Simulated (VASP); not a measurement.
# HfO2 (Fm-3m) in VASP: a series of runs

HfO2 is run at these levels: PBEsol; tasks: relaxation of cell and atoms.

All numbers are computed with VASP 6.6.1; they aren't measurements. Logs are shortened: lines on timing, memory, paths and dates and some standing lists are left out, and cuts for length are marked.

**1. The cell of the first run**

Symmetry: Fm-3m, No. 225, cubic system. Conventional cell: a = 5.044 Å, b = 5.044 Å, c = 5.044 Å, α = 90.00°, β = 90.00°, γ = 90.00°. Hf (site symmetry m-3m) has 8 O at 2.18 Å within 2.9 Å. O (site symmetry -43m) has 4 Hf at 2.18 Å and 6 O at 2.52 Å within 2.9 Å.

**2. Relaxation of cell and atoms, PBEsol**

File INCAR:

```
PREC = Accurate ; ENCUT = 600
EDIFF = 1E-6 ; ISMEAR = -1
SIGMA = 0.02 ; LREAL = F
LASPH = T ; NELM = 100
ALGO = Normal ; ISIF = 3
LWAVE = F ; LCHARG = F
GGA = PS ; IBRION = 2
NSW = 60 ; EDIFFG = -0.03
```

File KPOINTS:

```
Automatic mesh
0
Gamma
  7 7 7
```

File POSCAR:

```
HfO2
1.0
    0.0000000000      2.5217859612      2.5217859612
    2.5217859612      0.0000000000      2.5217859612
    2.5217859612      2.5217859612      0.0000000000
Hf O
1 2
Direct
    0.0000000000      0.0000000000      0.0000000000
    0.2500000000      0.2500000000      0.2500000000
    0.7500000000      0.7500000000      0.7500000000
```

Potentials or basis: VASP PAW PBE potentials, release 64 (Hf_pv, O).

Command:

```bash
$ cat potpaw_PBE.64/Hf_pv/POTCAR potpaw_PBE.64/O/POTCAR > POTCAR
$ mpirun -np 1 vasp_std > vasp.out
```

OUTCAR:

```text
PREC = Accurate
   ENCUT = 600
   EDIFF = 1E-6
   ISMEAR = -1
   LREAL = F
   LASPH = T
   NELM = 100
   ISIF = 3
   GGA = PS
   IBRION = 2
   NSW = 60
   EDIFFG = -0.03

 ion  position               nearest neighbor table
   1  0.000  0.000  0.000-   3 2.18   3 2.18   3 2.18   2 2.18   3 2.18   2 2.18   2 2.18   2 2.18

   2  0.250  0.250  0.250-   1 2.18   1 2.18   1 2.18   1 2.18
   3  0.750  0.750  0.750-   1 2.18   1 2.18   1 2.18   1 2.18

  LATTYP: Found a face centered cubic cell.
 ALAT       =     5.0435719224

  Lattice vectors:

 A1 = (   0.0000000000,   2.5217859612,   2.5217859612)
 A2 = (   2.5217859612,   0.0000000000,   2.5217859612)
 A3 = (   2.5217859612,   2.5217859612,   0.0000000000)

Analysis of symmetry for initial positions (statically):
=====================================================================
 Subroutine PRICEL returns:
 Original cell was already a primitive cell.

 Routine SETGRP: Setting up the symmetry group for a
 face centered cubic supercell.

 Subroutine GETGRP returns: Found 48 space group operations
 (whereof 48 operations were pure point group operations)
 out of a pool of 48 trial point group operations.

The static configuration has the point symmetry O_h .

Analysis of symmetry for dynamics (positions and initial velocities):
=====================================================================
 Subroutine PRICEL returns:
 Original cell was already a primitive cell.

 Routine SETGRP: Setting up the symmetry group for a
 face centered cubic supercell.

 Subroutine GETGRP returns: Found 48 space group operations
 (whereof 48 operations were pure point group operations)
 out of a pool of 48 trial point group operations.

The dynamic configuration has the point symmetry O_h .

 Subroutine INISYM returns: Found 48 space group operations
 (whereof 48 operations are pure point group operations),
 and found     1 'primitive' translations

----------------------------------------------------------------------------------------

                                     Primitive cell

  volume of cell :      32.0741

  direct lattice vectors                    reciprocal lattice vectors
     0.000000000  2.521785961  2.521785961    -0.198272180  0.198272180  0.198272180
     2.521785961  0.000000000  2.521785961     0.198272180 -0.198272180  0.198272180
     2.521785961  2.521785961  0.000000000     0.198272180  0.198272180 -0.198272180

  length of vectors
     3.566343908  3.566343908  3.566343908     0.343417489  0.343417489  0.343417489

  position of ions in fractional coordinates (direct lattice)
     0.000000000  0.000000000  0.000000000
     0.250000000  0.250000000  0.250000000
     0.750000000  0.750000000  0.750000000

  ion indices of the primitive-cell ions
   primitive index   ion index
                 1           1
                 2           2
                 3           3

----------------------------------------------------------------------------------------

 KPOINTS: Automatic mesh

Automatic generation of k-mesh.
 Grid dimensions read from file:
 generate k-points for:    7    7    7

 Generating k-lattice:

  Cartesian coordinates                     Fractional coordinates (reciprocal lattice)
    -0.028324597  0.028324597  0.028324597     0.142857143  0.000000000  0.000000000
     0.028324597 -0.028324597  0.028324597     0.000000000  0.142857143  0.000000000
     0.028324597  0.028324597 -0.028324597     0.000000000  0.000000000  0.142857143

  Length of vectors
     0.049059641  0.049059641  0.049059641

  Shift w.r.t. Gamma in fractional coordinates (k-lattice)
     0.000000000  0.000000000  0.000000000

 Subroutine IBZKPT returns following result:
 ===========================================

 Found     20 irreducible k-points:

 Following reciprocal coordinates:
            Coordinates               Weight
  0.000000  0.000000  0.000000      1.000000
  0.142857  0.000000  0.000000      8.000000
  0.285714  0.000000  0.000000      8.000000
  0.428571  0.000000  0.000000      8.000000
  0.142857  0.142857  0.000000      6.000000
  0.285714  0.142857  0.000000     24.000000
[... 12 lines left out ...]
 -0.428571  0.428571  0.142857     24.000000
 -0.285714  0.428571  0.142857     24.000000
   k-points           NKPTS =     20   k-points in BZ     NKDIM =     20   number of bands    NBANDS=     15
   number of dos      NEDOS =    301   number of ions     NIONS =      3
   total plane-waves  NPLWV =  21952
   dimension x,y,z NGX =    28 NGY =   28 NGZ =   28
   dimension x,y,z NGXF=    56 NGYF=   56 NGZF=   56
   ions per type =               1   2
   NGX,Y,Z   is equivalent  to a cutoff of  13.05, 13.05, 13.05 a.u.
   NGXF,Y,Z  is equivalent  to a cutoff of  26.10, 26.10, 26.10 a.u.
 SYSTEM =  unknown system
   PREC   = accura    normal or accurate (medium, high low for compatibility)
   ISTART =      0    job   : 0-new  1-cont  2-samecut
   ICHARG =      2    charge: 1-file 2-atom 10-const
   ISPIN  =      1    spin polarized calculation?
   LNONCOLLINEAR =      F non collinear calculations
   LSORBIT =      F    spin-orbit coupling
   LASPH  =      T    aspherical Exc in radial PAW
   ENCUT  =  600.0 eV  44.10 Ry    6.64 a.u.   7.12  7.12  7.12*2*pi/ulx,y,z
   NELM   =    100;   NELMIN=  2; NELMDL= -5     # of ELM steps
   EDIFF  = 0.1E-05   stopping-criterion for ELM
   LREAL  =      F    real-space projection
   EDIFFG = -.3E-01   stopping-criterion for IOM
   NSW    =     60    number of steps for IOM
   IBRION =      2    ionic relax: 0-MD 1-quasi-New 2-CG
   NFREE  =      1    steps in history (QN), initial steepest desc. (CG)
   ISIF   =      3    stress and relaxation
   ISYM   =      2    0-nonsym 1-usesym 2-fastsym
   POTIM  = 0.5000    time-step for ionic-motion
   TEBEG  =    0.0;   TEEND  =   0.0 temperature during run
   PSTRESS=    0.0 pullay stress
   NELECT =      22.0000    total number of electrons
   NUPDOWN=      -1.0000    fix difference up-down
   EMIN   =  10.00;   EMAX   =-10.00  energy-range for DOS
   EFERMI =   0.00;   METHOD = LEGACY
   ISMEAR =    -1;   SIGMA  =   0.02  broadening in eV -4-tet -1-fermi 0-gaus
   EFERMI_NEDOS =   21; number of points for ismear=-14 and -15
   IALGO  =     38    algorithm
   IMIX   =      4    mixing-type and parameters
     AMIX     =   0.40;   BMIX     =  1.00
     AMIX_MAG =   1.60;   BMIX_MAG =  1.00
  volume/ion in A,a.u.               =      10.69        72.15
  Fermi-wavevector in a.u.,A,eV,Ry     =   1.443768  2.728326 28.360894  2.084467
  Thomas-Fermi vector in A             =   2.562139
   LORBIT       =      0    0 simple, 1 ext, 2 COOP (PROOUT), +10 PAW based schemes
   GGA     = PS    functional components
   LHFCALC =     F    Hartree Fock is set to
   AEXX    =    0.0000 exact exchange contribution
   IVDW    =     0    specifies the selected vdW correction
   LEPSILON=     F    determine dielectric tensor
   LRPA    =     F    only Hartree local field effects (RPA)
 conjugate gradient relaxation of ions
 non-spin polarized calculation
  energy-cutoff  :      600.00
  volume of cell :       32.07
 maximum number of plane-waves:      1086
   NGX = 15   NGY = 15   NGZ = 15

--------------------------------------- Ionic step        1  -------------------------------------------

 number of electron      21.9999993 magnetization

 Free energy of the ion-electron system (eV)
  ---------------------------------------------------
  ext. energy  EPLUGINS =         0.00000000
  ---------------------------------------------------
  free energy    TOTEN  =       -31.63733906 eV

  energy without entropy =      -31.63733906  energy(sigma->0) =      -31.63733906

------------------------ aborting loop because EDIFF is reached ----------------------------------------

  FORCE on cell =-STRESS in cart. coord.  units (eV):
  Direction    XX          YY          ZZ          XY          YZ          ZX
  --------------------------------------------------------------------------------------
  -------------------------------------------------------------------------------------
  Total       -0.7792254     -0.7792254     -0.7792254     -0.0000000     -0.0000000      0.0000000
  in kB      -38.9241419    -38.9241419    -38.9241419     -0.0000000     -0.0000000      0.0000000
  external PRESSURE =     -38.9241419 kB  Pullay stress =       0.0000000 kB

 VOLUME and BASIS-vectors are now :
 -----------------------------------------------------------------------------
  energy-cutoff  :      600.00
  volume of cell :       32.07
      direct lattice vectors                 reciprocal lattice vectors
     0.000000000  2.521785961  2.521785961    -0.198272180  0.198272180  0.198272180
     2.521785961  0.000000000  2.521785961     0.198272180 -0.198272180  0.198272180
     2.521785961  2.521785961  0.000000000     0.198272180  0.198272180 -0.198272180
[... 38 lines left out ...]
 POSITION                                       TOTAL-FORCE (eV/Angst)
 -----------------------------------------------------------------------------------
      4.98037      4.98037      4.98037        -0.000000     -0.000000     -0.000000
      1.24509      1.24509      1.24509         0.000000     -0.000000      0.000000
      3.73528      3.73528      3.73528        -0.000000      0.000000     -0.000000
 -----------------------------------------------------------------------------------
    total drift:                                0.000000     -0.000000      0.000000

  FREE ENERGIE OF THE ION-ELECTRON SYSTEM (eV)
  ---------------------------------------------------
  free  energy   TOTEN  =       -31.6287544585 eV

  energy  without entropy=      -31.6287544585  energy(sigma->0) =      -31.62875446

--------------------------------------- Ionic step        3  -------------------------------------------

 number of electron      21.9999997 magnetization

 Free energy of the ion-electron system (eV)
  ---------------------------------------------------
  ext. energy  EPLUGINS =         0.00000000
  ---------------------------------------------------
  free energy    TOTEN  =       -31.64316611 eV

  energy without entropy =      -31.64316611  energy(sigma->0) =      -31.64316611

 E-fermi :   4.8254     XC(G=0): -12.2679

 val. band max:        4.2979221059   @ k =  -0.4286   0.4286   0.0000
 cond. band min:       8.2424924936   @ k =   0.0000   0.0000   0.0000
 fundamental gap:      3.9445703877
 Fermi energy:         4.8254395902

 k-point     1 :       0.0000    0.0000    0.0000
  band No.  band energies     occupation
      1     -25.0953      2.00000
      2     -25.0953      2.00000
      3     -25.0953      2.00000
      4     -14.4880      2.00000
      5     -11.2327      2.00000
      6      -1.1992      2.00000
      7      -1.1992      2.00000
      8      -1.1992      2.00000
      9       3.7617      2.00000
     10       3.7617      2.00000
     11       3.7617      2.00000
     12       8.2425      0.00000
     13       8.2425      0.00000
     14      10.2830      0.00000
     15      15.1994      0.00000
[... 362 lines left out ...]
 POSITION                                       TOTAL-FORCE (eV/Angst)
 -----------------------------------------------------------------------------------
      0.00000      0.00000      0.00000         0.000000     -0.000000     -0.000000
      1.25471      1.25471      1.25471         0.000000      0.000000      0.000000
      3.76413      3.76413      3.76413        -0.000000     -0.000000     -0.000000
 -----------------------------------------------------------------------------------
    total drift:                                0.000000      0.000000      0.000000

  FREE ENERGIE OF THE ION-ELECTRON SYSTEM (eV)
  ---------------------------------------------------
  free  energy   TOTEN  =       -31.6431661054 eV

  energy  without entropy=      -31.6431661054  energy(sigma->0) =      -31.64316611

 reached required accuracy - stopping structural energy minimisation
```

It took 29 s on 1 thread of Intel Xeon 8259CL, shared host; peak memory 0.17 GiB.

What came out:

```yaml
Free_energy: -31.6432 eV
Relaxed_volume: 10.53 Å³/atom
Relaxed_cell: a = 3.549 Å, b = 3.549 Å, c = 3.549 Å, α = 60.00°, β = 60.00°, γ = 60.00°
Space_group_after_relaxing_to_0.1_Å: Fm-3m (No. 225)
Energy_gained_by_relaxing: 1.9 meV/atom
Ionic_steps: 3
Pressure_after_relaxing: 0.0 GPa
Band_gap_on_the_k_mesh: 3.94 eV (least direct gap 4.13 eV)
```

The path:
| step | energy change (eV) | largest force (eV/Å) | pressure (GPa) | volume (Å³) |
| --- | --- | --- | --- | --- |
| 1 | 0.0000 | 0.0000 | -3.89 | 32.07 |
| 2 | 0.0086 | 0.0000 | 6.56 | 30.88 |
| 3 | -0.0058 | 0.0000 | 0.03 | 31.60 |

Final structure:
```
Hf O
1.0
     0.00000    2.50942    2.50942
     2.50942    0.00000    2.50942
     2.50942    2.50942    0.00000
Hf O
1 2
Direct
  0.00000 0.00000 0.00000
  0.25000 0.25000 0.25000
  0.75000 0.75000 0.75000
```

Caveat: the PAW data sets were made with another functional, which shifts forces and pressure a little; spin-orbit coupling is left out, which moves the levels of the heavy elements; an odd mesh through Γ misses points on the zone boundary, where band edges can lie.

**3. Relaxation of cell and atoms, PBEsol**

This run uses another cell than the first one, of 11.18 Å³/atom.

File INCAR:

```
ALGO = Normal ; EDIFF = 1E-7
EDIFFG = -0.03 ; ENCUT = 600
GGA = PS ; GGA_COMPAT = False
IBRION = 2 ; ISIF = 3
ISMEAR = -1 ; LASPH = True
LCHARG = False ; LREAL = False
LWAVE = False ; NELM = 120
NELMIN = 4 ; NSW = 60
PREC = Accurate ; SIGMA = 0.02
```

File KPOINTS:

```
k-points
0
Gamma
  7 7 7
```

File POSCAR:

```
HfO2
1.0
    0.0000000000      2.5600000000      2.5600000000
    2.5600000000      0.0000000000      2.5600000000
    2.5600000000      2.5600000000      0.0000000000
Hf O
1 2
Direct
    0.0000000000      0.0000000000      0.0000000000
    0.2500000000      0.2500000000      0.2500000000
    0.7500000000      0.7500000000      0.7500000000
```

Potentials or basis: VASP PAW PBE potentials, release 64 (Hf_pv, O).

Command:

```bash
$ cat potpaw_PBE.64/Hf_pv/POTCAR potpaw_PBE.64/O/POTCAR > POTCAR
$ mpirun -np 1 vasp_std > vasp.out
```

Wall time 36 s (1 thread of Intel Xeon Platinum 8259CL at 2.50GHz (Skylake/Cascade Lake), shared host); peak memory 0.18 GiB.

It converged, with:

```yaml
Free_energy: -31.6473 eV
Relaxed_volume: 10.55 Å³/atom
Relaxed_cell: a = 3.550 Å, b = 3.550 Å, c = 3.550 Å, α = 60.00°, β = 60.00°, γ = 60.00°
Space_group_after_relaxing_to_0.1_Å: Fm-3m (No. 225)
Energy_gained_by_relaxing: 30.8 meV/atom
Ionic_steps: 3
Pressure_after_relaxing: -0.4 GPa
Band_gap_on_the_k_mesh: 3.94 eV (least direct gap 4.13 eV)
```

Step by step:
| step | energy change (eV) | largest force (eV/Å) | pressure (GPa) | volume (Å³) |
| --- | --- | --- | --- | --- |
| 1 | 0.0000 | 0.0000 | -14.36 | 33.55 |
| 2 | 0.1332 | 0.0000 | 29.21 | 28.92 |
| 3 | -0.0925 | 0.0000 | -0.40 | 31.64 |

Final structure:
```
Hf O
1.0
     0.00000    2.51041    2.51041
     2.51041    0.00000    2.51041
     2.51041    2.51041    0.00000
Hf O
1 2
Cartesian
  0.0000 0.0000 0.0000
  1.2552 1.2552 1.2552
  3.7656 3.7656 3.7656
```

Levels at points of the mesh, in eV from the valence-band top:
| k point | band 8 | band 9 | band 10 | band 11 | band 12 | band 13 | band 14 | band 15 |
| --- | --- | --- | --- | --- | --- | --- | --- | --- |
| (0.00, 0.00, 0.00) | -5.49 | -0.54 | -0.54 | -0.54 | 3.94 | 3.94 | 5.98 | 10.89 |

Caveat: the PAW data sets were made with another functional, which shifts forces and pressure a little; spin-orbit coupling is left out, which moves the levels of the heavy elements; an odd mesh through Γ misses points on the zone boundary, where band edges can lie.
